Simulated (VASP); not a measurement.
# Ca in VASP: a series of runs

Runs on Ca. Level: PBE. Tasks: electric field gradients.

All numbers are computed with VASP 6.6.1; they aren't measurements. Logs are shortened: lines on timing, memory, paths and dates and some standing lists are left out, and cuts for length are marked.

## 1. The cell of the first run

Symmetry: I4/mmm, No. 139, tetragonal system. Conventional cell: a = 4.070 Å, b = 4.070 Å, c = 5.588 Å, α = 90.00°, β = 90.00°, γ = 90.00°. Ca (site symmetry 4/mmm) has 12 Ca at 4.01 to 4.07 Å within 5.3 Å.

## 2. Electric field gradients, PBE (x and y stretched by +3 %, z held)

Input file INCAR:

```
  PREC = Accurate
  ENCUT = 520
  EDIFF = 1E-8
  ISMEAR = -1
  SIGMA = 0.05
  LREAL = F
  LASPH = T
  NELM = 100
  ALGO = Normal
  ISIF = 2
  LWAVE = F
  LCHARG = F
  GGA = PE
  LEFG = T
  NBANDS = 11
```

Input file KPOINTS:

```
Automatic mesh
0
Gamma
  11 11 11
```

Input file POSCAR:

```
Ca
1.0
    0.0000000000      2.8780260000      2.7942000000
    2.8780260000      0.0000000000      2.7942000000
    2.8780260000      2.8780260000      0.0000000000
Ca
1
Direct
    0.0000000000      0.0000000000      0.0000000000
```

Potentials or basis: VASP PAW PBE potentials, release 64 (Ca_sv).

Launch:

```sh
$ cat potpaw_PBE.64/Ca_sv/POTCAR > POTCAR
$ mpirun -np 1 vasp_std > vasp.out
```

OUTCAR:

```text
PREC = Accurate
   ENCUT = 520
   EDIFF = 1E-8
   ISMEAR = -1
   LREAL = F
   LASPH = T
   NELM = 100
   ISIF = 2
   GGA = PE

 ion  position               nearest neighbor table
   1  0.000  0.000  0.000-

  LATTYP: Found a body centered tetragonal cell.
 ALAT       =     4.0701434021
 C/A-ratio  =     1.3730228761

  Lattice vectors:

 A1 = (   0.0000000000,  -2.8780260000,  -2.7942000000)
 A2 = (   0.0000000000,   2.8780260000,  -2.7942000000)
 A3 = (   2.8780260000,   0.0000000000,   2.7942000000)

Analysis of symmetry for initial positions (statically):
=====================================================================
 Subroutine PRICEL returns:
 Original cell was already a primitive cell.

 Routine SETGRP: Setting up the symmetry group for a
 body centered tetragonal supercell.

 Subroutine GETGRP returns: Found 16 space group operations
 (whereof 16 operations were pure point group operations)
 out of a pool of 16 trial point group operations.

The static configuration has the point symmetry D_4h.

Analysis of symmetry for dynamics (positions and initial velocities):
=====================================================================
 Subroutine PRICEL returns:
 Original cell was already a primitive cell.

 Routine SETGRP: Setting up the symmetry group for a
 body centered tetragonal supercell.

 Subroutine GETGRP returns: Found 16 space group operations
 (whereof 16 operations were pure point group operations)
 out of a pool of 16 trial point group operations.

The dynamic configuration has the point symmetry D_4h.

 Subroutine INISYM returns: Found 16 space group operations
 (whereof 16 operations are pure point group operations),
 and found     1 'primitive' translations

----------------------------------------------------------------------------------------

                                     Primitive cell

  volume of cell :      46.2889

  direct lattice vectors                    reciprocal lattice vectors
     0.000000000  2.878026000  2.794200000    -0.173730189  0.173730189  0.178942094
     2.878026000  0.000000000  2.794200000     0.173730189 -0.173730189  0.178942094
     2.878026000  2.878026000  0.000000000     0.173730189  0.173730189 -0.178942094

  length of vectors
     4.011307430  4.011307430  4.070143402     0.303948400  0.303948400  0.303948400

  position of ions in fractional coordinates (direct lattice)
     0.000000000  0.000000000  0.000000000

  ion indices of the primitive-cell ions
   primitive index   ion index
                 1           1

----------------------------------------------------------------------------------------

 KPOINTS: Automatic mesh

Automatic generation of k-mesh.
 Grid dimensions read from file:
 generate k-points for:   11   11   11

 Generating k-lattice:

  Cartesian coordinates                     Fractional coordinates (reciprocal lattice)
    -0.015793654  0.015793654  0.016267463     0.090909091 -0.000000000  0.000000000
     0.015793654 -0.015793654  0.016267463    -0.000000000  0.090909091  0.000000000
     0.015793654  0.015793654 -0.016267463     0.000000000  0.000000000  0.090909091

  Length of vectors
     0.027631673  0.027631673  0.027631673

  Shift w.r.t. Gamma in fractional coordinates (k-lattice)
     0.000000000  0.000000000  0.000000000

 Subroutine IBZKPT returns following result:
 ===========================================

 Found    126 irreducible k-points:

 Following reciprocal coordinates:
            Coordinates               Weight
  0.000000  0.000000  0.000000      1.000000
  0.090909  0.000000  0.000000      8.000000
  0.181818  0.000000  0.000000      8.000000
  0.272727  0.000000  0.000000      8.000000
  0.363636  0.000000  0.000000      8.000000
  0.454545  0.000000  0.000000      8.000000
[... 16 lines left out ...]
 -0.272727  0.181818  0.000000      8.000000
 -0.181818  0.181818  0.000000      4.000000
 [... further k-points ...]
   k-points           NKPTS =    126   k-points in BZ     NKDIM =    126   number of bands    NBANDS=     11
   number of dos      NEDOS =    301   number of ions     NIONS =      1
   total plane-waves  NPLWV =  27000
   dimension x,y,z NGX =    30 NGY =   30 NGZ =   30
   dimension x,y,z NGXF=    60 NGYF=   60 NGZF=   60
   ions per type =               1
   NGX,Y,Z   is equivalent  to a cutoff of  12.43, 12.43, 12.25 a.u.
   NGXF,Y,Z  is equivalent  to a cutoff of  24.87, 24.87, 24.51 a.u.
 SYSTEM =  unknown system
   PREC   = accura    normal or accurate (medium, high low for compatibility)
   ISTART =      0    job   : 0-new  1-cont  2-samecut
   ICHARG =      2    charge: 1-file 2-atom 10-const
   ISPIN  =      1    spin polarized calculation?
   LNONCOLLINEAR =      F non collinear calculations
   LSORBIT =      F    spin-orbit coupling
   LASPH  =      T    aspherical Exc in radial PAW
   ENCUT  =  520.0 eV  38.22 Ry    6.18 a.u.   7.46  7.46  7.57*2*pi/ulx,y,z
   NELM   =    100;   NELMIN=  2; NELMDL= -5     # of ELM steps
   EDIFF  = 0.1E-07   stopping-criterion for ELM
   LREAL  =      F    real-space projection
   EDIFFG = 0.1E-06   stopping-criterion for IOM
   NSW    =      0    number of steps for IOM
   IBRION =     -1    ionic relax: 0-MD 1-quasi-New 2-CG
   NFREE  =      0    steps in history (QN), initial steepest desc. (CG)
   ISIF   =      2    stress and relaxation
   ISYM   =      2    0-nonsym 1-usesym 2-fastsym
   POTIM  = 0.5000    time-step for ionic-motion
   TEBEG  =    0.0;   TEEND  =   0.0 temperature during run
   PSTRESS=    0.0 pullay stress
   NELECT =      10.0000    total number of electrons
   NUPDOWN=      -1.0000    fix difference up-down
   EMIN   =  10.00;   EMAX   =-10.00  energy-range for DOS
   EFERMI =   0.00;   METHOD = LEGACY
   ISMEAR =    -1;   SIGMA  =   0.05  broadening in eV -4-tet -1-fermi 0-gaus
   EFERMI_NEDOS =   21; number of points for ismear=-14 and -15
   IALGO  =     38    algorithm
   IMIX   =      4    mixing-type and parameters
     AMIX     =   0.40;   BMIX     =  1.00
     AMIX_MAG =   1.60;   BMIX_MAG =  1.00
  volume/ion in A,a.u.               =      46.29       312.37
  Fermi-wavevector in a.u.,A,eV,Ry     =   0.982311  1.856299 13.128748  0.964936
  Thomas-Fermi vector in A             =   2.113384
   LORBIT       =      0    0 simple, 1 ext, 2 COOP (PROOUT), +10 PAW based schemes
   GGA     = PE    functional components
   LHFCALC =     F    Hartree Fock is set to
   AEXX    =    0.0000 exact exchange contribution
   IVDW    =     0    specifies the selected vdW correction
   LEPSILON=     F    determine dielectric tensor
   LRPA    =     F    only Hartree local field effects (RPA)
 non-spin polarized calculation
  energy-cutoff  :      520.00
  volume of cell :       46.29
 maximum number of plane-waves:      1271
 NGX is ok and might be reduce to    30
   NGX = 15   NGY = 15   NGZ = 15

 number of electron      10.0000003 magnetization

 Free energy of the ion-electron system (eV)
  ---------------------------------------------------
  ext. energy  EPLUGINS =         0.00000000
  ---------------------------------------------------
  free energy    TOTEN  =        -1.91703550 eV

  energy without entropy =       -1.90572173  energy(sigma->0) =       -1.91137861

 E-fermi :   1.6055     XC(G=0):  -7.4555

 val. band max:        1.6048211783   @ k =  -0.3636   0.4545   0.0909
 cond. band min:       1.6125585509   @ k =  -0.2727   0.3636   0.2727
 fundamental gap:      0.0077373726
 Fermi energy:         1.6055480643

 k-point     1 :       0.0000    0.0000    0.0000
  band No.  band energies     occupation
      1     -40.6269      2.00000
      2     -21.5530      2.00000
      3     -21.5530      2.00000
      4     -21.5519      2.00000
      5      -2.2524      2.00000
      6       3.7797      0.00000
      7       3.7797      0.00000
      8       3.8988      0.00000
      9       4.6967      0.00000
     10       4.8455      0.00000
     11      10.3399      0.00000

 k-point     2 :       0.0909    0.0000    0.0000
  band No.  band energies     occupation
      1     -40.6263      2.00000
      2     -21.5605      2.00000
      3     -21.5543      2.00000
      4     -21.5532      2.00000
      5      -2.1215      2.00000
      6       3.6730      0.00000
      7       3.8253      0.00000
      8       3.9177      0.00000
      9       4.6629      0.00000
     10       4.8017      0.00000
     11      10.4421      0.00000
[... 295 lines left out ...]
 k-point    24 :      -0.1818    0.1818    0.0000
  band No.  band energies     occupation
      1     -40.6213      2.00000
      2     -21.6033      2.00000
      3     -21.5755      2.00000
      4     -21.5615      2.00000
      5      -0.9540      2.00000
      6       2.9300      0.00000
      7       3.6202      0.00000
      8       4.2233      0.00000
      9       4.2929      0.00000
     10       5.2080      0.00000
     11       8.5679      0.00000

 [... further k-points ...]
[... 5 lines left out ...]
  --------------------------------------------------------------------------------------
  -------------------------------------------------------------------------------------
  Total       -0.4119266     -0.4119266     -0.3641931      0.0000000     -0.0000000      0.0000000
  in kB      -14.2578333    -14.2578333    -12.6056552      0.0000000     -0.0000000      0.0000000
  external PRESSURE =     -13.7071073 kB  Pullay stress =       0.0000000 kB

 VOLUME and BASIS-vectors are now :
 -----------------------------------------------------------------------------
  energy-cutoff  :      520.00
  volume of cell :       46.29
      direct lattice vectors                 reciprocal lattice vectors
     0.000000000  2.878026000  2.794200000    -0.173730189  0.173730189  0.178942094
     2.878026000  0.000000000  2.794200000     0.173730189 -0.173730189  0.178942094
     2.878026000  2.878026000  0.000000000     0.173730189  0.173730189 -0.178942094

 POSITION                                       TOTAL-FORCE (eV/Angst)
 -----------------------------------------------------------------------------------
      0.00000      0.00000      0.00000        -0.000000     -0.000000      0.000000
 -----------------------------------------------------------------------------------
    total drift:                               -0.000000     -0.000000     -0.000000

  FREE ENERGIE OF THE ION-ELECTRON SYSTEM (eV)
  ---------------------------------------------------
  free  energy   TOTEN  =        -1.9170354975 eV

  energy  without entropy=       -1.9057217276  energy(sigma->0) =       -1.91137861

 Electric field gradients (V/A^2)
---------------------------------------------------------------------
 ion       V_xx      V_yy      V_zz      V_xy      V_xz      V_yz
---------------------------------------------------------------------
   1       0.022     0.022    -0.044     0.000     0.001     0.001
---------------------------------------------------------------------

 Electric field gradients after diagonalization (V/A^2)
 (convention: |V_zz| > |V_xx| > |V_yy|)
----------------------------------------------------------------------
 ion       V_xx      V_yy      V_zz     asymmetry (V_yy - V_xx)/ V_zz
----------------------------------------------------------------------
   1       0.022     0.022    -0.044       0.012
----------------------------------------------------------------------

           NMR quadrupolar parameters

 Cq : quadrupolar parameter    Cq=e*Q*V_zz/h
 eta: asymmetry parameters     (V_yy - V_xx)/ V_zz
 Q  : nuclear electric quadrupole moment in mb (millibarn)
----------------------------------------------------------------------
 ion       Cq(MHz)       eta       Q (mb)
----------------------------------------------------------------------
   1      -0.000       0.012       1.000
----------------------------------------------------------------------
```

It took 56 s on 1 thread of AMD EPYC 7R13 (Zen 3), shared host; peak memory 0.18 GiB.

Results:

- Free energy: -1.9170 eV
- Pressure: -1.4 GPa
- Band gap on the k mesh: zero (band 5 reaches 1.80 eV, above the bottom of band 6 at 1.44 eV)

Stress tensor (GPa, compression positive):
```
-1.43  0.00  0.00
 0.00 -1.43  0.00
 0.00  0.00 -1.26
```

Caveat: the cell differs from its parent crystal (x and y stretched by +3 %, z held); without QUAD_EFG the Cq values of the log hold for a quadrupole moment of 1 mb, not for the nuclei.

(Part 1 of 3 ends here.)
